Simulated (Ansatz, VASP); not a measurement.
# Two plane-wave programs on Al

The input INCAR:

```
ALGO = Fast
EDIFF = 1E-7
ENCUT = 520
GGA = PE
ISIF = 2
ISMEAR = 0
IVDW = 12
LASPH = T
LCHARG = F
LREAL = F
LWAVE = F
NBANDS = 14
NELM = 60
PREC = Accurate
SIGMA = 0.15
```

Contents of KPOINTS:

```
k-points
0
Gamma
  18 18 6
```

The input POSCAR:

```
Al
1.0
    2.8294479141      0.0000000000      0.0000000000
   -1.4147239571      2.4503737723      0.0000000000
    0.0000000000      0.0000000000      8.8536254681
Al
4
Direct
    0.0000000000      0.0000000000      0.0000000000
    0.3333333333      0.6666666667      0.2500000000
    0.0000000000      0.0000000000      0.5000000000
    0.6666666667      0.3333333333      0.7500000000
```

Input for Ansatz:

```yaml
crystal:
  lattice:
    - [2.8294479141, 0.0, 0.0]
    - [-1.4147239571, 2.4503737723, 0.0]
    - [0.0, 0.0, 8.8536254681]
  atoms:
    - { symbol: Al, position: [0.0, 0.0, 0.0] }
    - { symbol: Al, position: [0.3333333333, 0.6666666667, 0.25] }
    - { symbol: Al, position: [0.0, 0.0, 0.5] }
    - { symbol: Al, position: [0.6666666667, 0.3333333333, 0.75] }
basis:
  ecutwfc: 420
kpoints:
  mp_grid: { grid: [18, 18, 6] }
hamiltonian:
  xc: pbe
  dispersion: d3bj
scf:
  occupations: { method: gaussian, width: 0.15 }
output:
  forces: true
  stress: true
  eigenvalues: true
```

Alike in both runs: task single point; functional PBE; dispersion D3(BJ); k mesh 18 × 18 × 6; occupations gaussian, width 0.15 eV; no spin polarisation.

|  | VASP | Ansatz |
| --- | --- | --- |
| version | VASP 6.6.1 | Ansatz 0.2.0 |
| potentials or method | VASP PAW PBE potentials, release 64 (Al), cutoff 520 eV | scalar-relativistic, plane waves, PAW |
| valence electrons in the cell | 12 | 12 |

|  | VASP | Ansatz | Ansatz less VASP |
| --- | --- | --- | --- |
| gap on the k mesh at the Fermi level (eV) | none | none | - |
| pressure (GPa) | 3.2 | 3.2 | +0.03 |
| traceless stress, the component that is largest in VASP (GPa) | 3.17 | 3.16 | -0.003 |

A gap of «none» marks a metal or a gap that the smearing closes.
